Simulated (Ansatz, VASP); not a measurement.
**Two plane-wave programs on NaWN2**

```
Na W N
1.0
     4.05900    0.00000    0.00000
     0.00000    4.05900    0.00000
     0.00000    0.00000    3.12642
Na W N
1 1 2
Direct
  0.50000 0.50000 0.50000
  0.00000 0.00000 0.00000
  0.50000 0.00000 0.00000
  0.00000 0.50000 0.00000
```

Alike in both runs: task relaxation of cell and atoms; functional PBE; k mesh 4 × 4 × 6; occupations gaussian, width 0.1 eV; no spin polarisation.

|  | VASP | Ansatz |
| --- | --- | --- |
| version | VASP 6.6.1 | Ansatz 0.2.0 |
| potentials or method | VASP PAW PBE potentials, release 64 (Na_pv, W_sv, N), cutoff 600 eV | scalar-relativistic, plane waves, PAW |
| valence electrons in the cell | 31 | 33 |

```tsv
	VASP	Ansatz	Ansatz less VASP
gap on the k mesh at the Fermi level, each at its own relaxed structure (eV)	none	none	-
relaxed volume (Å³/atom)	12.51	12.50	-0.012
relaxed cell length with the largest relative difference (Å)	3.959	3.957	-0.0015
```

A gap of «none» marks a metal or a gap that the smearing closes. VASP's potentials hold 31 valence electrons a cell and Ansatz's 33, so a difference there can come from the potentials and not from the codes.

The k mesh is coarse, so the values compare programs but aren't converged. Spin-orbit coupling is off throughout.
